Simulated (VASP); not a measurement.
A run of VASP 6.6.1 is set up as follows.

INCAR

```
SYSTEM = Mg3BiSb
  PREC = Accurate
  ENCUT = 520
  EDIFF = 1E-6
  ISMEAR = 0
  SIGMA = 0.1
  LREAL = Auto
  LASPH = .True.
  NELM = 60
  ALGO = Normal
  ISIF = 2
  LWAVE = .False.
  LCHARG = .False.
  GGA = PS
  NBANDS = 52
```

Contents of KPOINTS:

```
Automatic mesh
0
Gamma
  4 3 3
  0 0 0
```

The input POSCAR:

```
Mg3BiSb
1.0
    0.0000000000      0.0000000000      7.3070074100
    6.9327805000      4.0026426900      0.0000000000
   -6.9327805000      4.0026426900      0.0000000000
Mg Bi Sb
9 3 3
Direct
    0.6300000000      0.3333333300      0.3333333300
    0.6300000000      0.6666666700      0.0000000000
    0.6300000000      0.0000000000      0.6666666700
    0.3700000000      0.3333333300      1.0000000000
    0.3700000000      0.6666666700      0.6666666700
    0.3700000000      0.0000000000      0.3333333300
    0.0000000000      0.0000000000      0.0000000000
    0.0000000000      0.3333333300      0.6666666700
    0.0000000000      0.6666666700      0.3333333300
    0.2350000000      0.3333333300      0.3333333300
    0.2350000000      0.6666666700      0.0000000000
    0.7650000000      0.3333333300      1.0000000000
    0.2350000000      0.0000000000      0.6666666700
    0.7650000000      0.6666666700      0.6666666700
    0.7650000000      0.0000000000      0.3333333300
```

Potentials or basis: VASP PAW PBE potentials, release 64 (Mg, Bi_d, Sb).

The run is started by

```console
$ cat potpaw_PBE.64/Mg/POTCAR potpaw_PBE.64/Bi_d/POTCAR potpaw_PBE.64/Sb/POTCAR > POTCAR
$ mpirun -np 1 vasp_std > vasp.out
```

**Question.** Estimate the largest force.

**Answer.** 0.713 eV/Å.

**Question.** Estimate the band gap on the k mesh.

**Answer.** 0.19 eV.

Stress tensor (GPa, compression positive):
```
-0.24  0.00  0.00
 0.00 -0.24  0.00
 0.00  0.00  0.32
```

Caveat: the PAW data sets were made with another functional, which shifts forces and pressure a little; spin-orbit coupling is left out, which moves the levels of the heavy elements; an odd mesh through Γ misses points on the zone boundary, where band edges can lie.
